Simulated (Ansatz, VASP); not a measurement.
**AlN: VASP beside Ansatz**

```
CELL_PARAMETERS angstrom
3.12977 0.00000 0.00000
-1.56488 2.71046 0.00000
0.00000 0.00000 5.01731
ATOMIC_POSITIONS crystal
Al 0.33333 0.66667 0.95581
Al 0.66667 0.33333 0.45581
N 0.33333 0.66667 0.42619
N 0.66667 0.33333 0.92619
```

Change from the starting cell: polar distortion scaled by 0.25.

Alike in both runs: task single point; functional PBE; k mesh 9 × 9 × 6; no spin polarisation.

|  | VASP | Ansatz |
| --- | --- | --- |
| version | VASP 6.6.1 | Ansatz 0.2.0 |
| potentials or method | VASP PAW PBE potentials, release 64 (Al, N), cutoff 520 eV | scalar-relativistic, plane waves, PAW |
| occupations | gaussian, width 0.01 eV | fixed |
| valence electrons in the cell | 16 | 16 |

|  | VASP | Ansatz | Ansatz less VASP |
| --- | --- | --- | --- |
| gap on the k mesh at the Fermi level (eV) | 2.74 | 2.73 | -0.012 |
| least direct gap on the mesh (eV) | 2.74 | 2.73 | -0.012 |
| pressure (GPa) | 7.1 | 7.2 | +0.15 |
| traceless stress, the component that is largest in VASP (GPa) | -16.88 | -16.90 | -0.017 |
| rms of the force components (eV/Å) | 0.463 | 0.462 | -0.0010 |

Atom by atom the forces differ by 0.001 eV/Å (rms over components).
